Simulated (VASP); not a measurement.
Write the native input for VASP 6.6.1 that does the following.

- Task: single point
- Functional: LDA
- Potentials or basis: VASP PAW LDA potentials, release 64 (Cd, Te)
- Cutoff: 500 eV
- k mesh: 6 × 6 × 6
- Occupations: gaussian, width 0.01 eV
- Spin: no spin polarisation
- Dipole correction: no
- Further INCAR settings: ALGO = Normal; EDIFF = 1e-06; NBANDS = 16

The structure of CdTe lies in POSCAR:

```
CdTe
1.0
    0.0000000000      3.2050000000      3.2050000000
    3.2050000000      0.0000000000      3.2050000000
    3.2050000000      3.2050000000      0.0000000000
Cd Te
1 1
Direct
    0.0000000000      0.0000000000      0.0000000000
    0.7500000000      0.7500000000      0.7500000000
```

The input as run:

INCAR

```
SYSTEM = CdTe
ALGO = Normal
EDIFF = 1E-6
ENCUT = 500
GGA_COMPAT = .False.
ISIF = 2
ISMEAR = 0
LASPH = .True.
LCHARG = .False.
LREAL = .False.
LWAVE = .False.
NBANDS = 16
NELM = 120
PREC = Accurate
SIGMA = 0.01
```

KPOINTS

```
k-points
0
Gamma
  6 6 6
  0 0 0
```

Potentials or basis: VASP PAW LDA potentials, release 64 (Cd, Te).

Launch:

```console
$ cat potpaw_LDA.64/Cd/POTCAR potpaw_LDA.64/Te/POTCAR > POTCAR
$ mpirun -np 1 vasp_std > vasp.out
```

Results of the run:

```
Pressure               : 0.3 GPa
Band gap on the k mesh : 0.65 eV, direct
```

Caveat: spin-orbit coupling is left out, which moves the levels of the heavy elements.

It took 7.5 s on 1 thread of Intel(R) Xeon(R) 6975P-C (Granite Rapids), on a shared host, peak memory 0.17 GiB.
